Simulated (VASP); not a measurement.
Write the native input for VASP 6.6.1 that does the following.

| Property | Result |
| --- | --- |
| Task | single point |
| Functional | PBE |
| Potentials or basis | VASP PAW PBE potentials, release 64 (Ta_pv, N) |
| Cutoff | 520 eV |
| k mesh | 17 × 17 × 17 |
| Occupations | fermi-dirac, width 0.08 eV |
| Spin | no spin polarisation |
| Dipole correction | no |
| Further INCAR settings | ALGO = Normal; EDIFF = 1e-06; NBANDS = 15 |

The structure of TaN (rocksalt type) lies in POSCAR:

```
TaN
1.0
    0.0000000000      1.9864062801      1.9864062801
    1.9864062801      0.0000000000      1.9864062801
    1.9864062801      1.9864062801      0.0000000000
Ta N
1 1
Direct
    0.0000000000      0.0000000000      0.0000000000
    0.5000000000      0.5000000000      0.5000000000
```

One way to write it, as run:

INCAR

```
PREC = Accurate
ENCUT = 520
EDIFF = 1E-6
ISMEAR = -1
SIGMA = 0.08
LREAL = F
LASPH = T
NELM = 60
ALGO = Normal
ISIF = 2
LWAVE = F
LCHARG = F
GGA = PE
NBANDS = 15
```

KPOINTS

```
Automatic mesh
0
Gamma
  17 17 17
```

Potentials or basis: VASP PAW PBE potentials, release 64 (Ta_pv, N).

The run is started by

```bash
$ cat potpaw_PBE.64/Ta_pv/POTCAR potpaw_PBE.64/N/POTCAR > POTCAR
$ mpirun -np 1 vasp_std > vasp.out
```

It gave:

```json
{
  "Pressure": "214.5 GPa",
  "Band gap on the k mesh": "zero (bands 8 and 9 overlap by 6.03 eV)"
}
```

Caveat: the cell stands under pressure; spin-orbit coupling is left out, which moves the levels of the heavy elements.

Run time: 51 s on 1 thread of Intel Xeon 8259CL, on a shared host, peak memory 0.17 GiB.
